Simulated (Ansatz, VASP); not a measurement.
## Two plane-wave programs on Au

```
CELL_PARAMETERS angstrom
2.66463 0.00000 0.00000
-1.33231 2.48133 0.00000
0.00000 0.00000 4.79058
ATOMIC_POSITIONS crystal
Au 0.26911 0.66667 0.75000
Au 0.73089 0.33333 0.25000
```

Change from the starting cell: mode 4 frozen in at -0.184 Å, normal strain along x -0.0700.

Alike in both runs: task single point; functional PBEsol; k mesh 18 × 18 × 10; occupations gaussian, width 0.15 eV; no spin polarisation.

|  | VASP | Ansatz |
| --- | --- | --- |
| version | VASP 6.6.1 | Ansatz 0.2.0 |
| potentials or method | VASP PAW PBE potentials, release 64 (Au), cutoff 520 eV | scalar-relativistic, plane waves, PAW |
| valence electrons in the cell | 22 | 38 |

Ansatz gave:

| Item | Value |
| --- | --- |
| gap on the k mesh at the Fermi level (eV) | none |
| pressure (GPa) | 18.3 |
| traceless stress, the component that is largest in VASP (GPa) | 8.41 |
| rms of the force components (eV/Å) | 0.207 |

Task: Estimate VASP's values.

Result: gap on the k mesh at the Fermi level (eV): none; pressure (GPa): 18.0; traceless stress, the component that is largest in VASP (GPa): 8.37; rms of the force components (eV/Å): 0.207.

VASP's potentials were made for PBE, not for PBEsol. Atom by atom the forces differ by 0.000 eV/Å (rms over components). A gap of «none» marks a metal or a gap that the smearing closes. VASP's potentials hold 22 valence electrons a cell and Ansatz's 38, so a difference there can come from the potentials and not from the codes.

Neither program's run includes spin-orbit coupling.
